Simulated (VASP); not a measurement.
Runs of VASP 6.6.1 on Li3OF. The structure is that of space group Pm-3m (No. 221), or close to it. The cells are those of the table. 

| level | cell | k mesh | gap on the mesh (eV) |
| --- | --- | --- | --- |
| PBE | a = 3.642 Å, 5 atoms | 8 × 8 × 8 | 4.95 |
| r2SCAN | a = 3.568 Å, 5 atoms | 6 × 6 × 6 | 5.94 |
| r2SCAN | a = 3.605 Å, 5 atoms | 6 × 6 × 6 | 5.76 |
| PBE | a = 3.681 Å, 5 atoms | 6 × 6 × 6 | (a) |
| PBE | a = 3.606 Å, 5 atoms | 6 × 6 × 6 | 5.09 |
| r2SCAN | a = 3.678 Å, 5 atoms | 6 × 6 × 6 | 5.46 |
| r2SCAN | a = 3.642 Å, 5 atoms | 6 × 6 × 6 | 5.61 |
| PBE | a = 3.644 Å, 5 atoms | 6 × 6 × 6 | (b) |

Alike in all rows: task single point; potentials or basis VASP PAW PBE potentials, release 64 (F, O, Li_sv); no spin polarisation; cutoff (eV) 520; smearing gaussian 0.01 eV.

Problem. Estimate the missing entries.

Solution. (a) 4.80; (b) 4.94.

A k mesh can miss the band edges.
